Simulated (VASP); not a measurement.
Input of a VASP 6.6.1 run:

INCAR

```
PREC = Accurate ; ENCUT = 520
EDIFF = 1E-7 ; ISMEAR = 0
SIGMA = 0.1 ; LREAL = F
LASPH = T ; NELM = 60
ALGO = Normal ; ISIF = 2
LWAVE = F ; LCHARG = F
GGA = PE ; NBANDS = 22
```

Contents of KPOINTS:

```
regular mesh
0
Gamma
  6 4 2
```

The input POSCAR:

```
CsH3
1.0
    4.2787634582      0.0000000000      0.0000000000
   -2.1316791058      4.6665132722      0.0000000000
   -2.1297463061     -1.2335505527      7.7273574017
Cs H
2 6
Direct
    0.7558699030      0.2543920195      0.2538846623
    0.2656089050      0.7849276769      0.7429410533
    0.5598481684      0.7058835825      0.4189818564
    0.0929820375      0.2208359402      0.9548602658
    0.9024431328      0.7523612754      0.0708625978
    0.4471457536      0.3402976051      0.5446938172
    0.5099009905      0.5387634793      0.4785180837
    0.9662011091      0.9025384212      0.0352576634
```

Potentials or basis: VASP PAW PBE potentials, release 64 (Cs_sv, H).

The run is started by

```console
$ cat potpaw_PBE.64/Cs_sv/POTCAR potpaw_PBE.64/H/POTCAR > POTCAR
$ mpirun -np 1 vasp_std > vasp.out
```

Problem. What does it give for the largest force?

Solution. 0.025 eV/Å.

Problem. What does it give for the pressure?

Solution. 0.0 GPa.

Problem. What does it give for the band gap on the k mesh?

Solution. 2.51 eV, direct.

Forces in eV/Å, atoms in the order of the input:
```
Cs   0.000 -0.001 -0.003
Cs   0.002  0.004  0.006
H    0.009  0.019 -0.009
H   -0.003  0.005 -0.002
H    0.007  0.017 -0.003
H   -0.003 -0.003  0.000
H   -0.008 -0.016  0.008
H   -0.003 -0.025  0.003
```

Caveat: spin-orbit coupling is left out, which moves the levels of the heavy elements. A hybrid or GW would open this gap; PBE tends to underestimate it.
